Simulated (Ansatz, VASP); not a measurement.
One calculation of NbC, two programs

```
Nb C
1.0
     0.00000    2.23455    2.23455
     2.23455    0.00000    2.23455
     2.23455    2.23455    0.00000
Nb C
1 1
Direct
  0.00000 0.00000 0.00000
  0.50000 0.50000 0.50000
```

Alike in both runs: task single point; functional r2SCAN; k mesh 11 × 11 × 11; occupations fermi-dirac, width 0.1 eV; no spin polarisation.

|  | VASP | Ansatz |
| --- | --- | --- |
| version | VASP 6.6.1 | Ansatz 0.2.0 |
| potentials or method | VASP PAW PBE potentials, release 64 (Nb_sv, C) | plane waves, PAW |
| plane-wave cutoff (eV) | 660 | 500 |
| valence electrons in the cell | 17 | 17 |

```csv
,VASP,Ansatz,Ansatz less VASP
pressure (GPa),2.5,2.8,+0.33
```

VASP's potentials were made for PBE, not for r2SCAN.
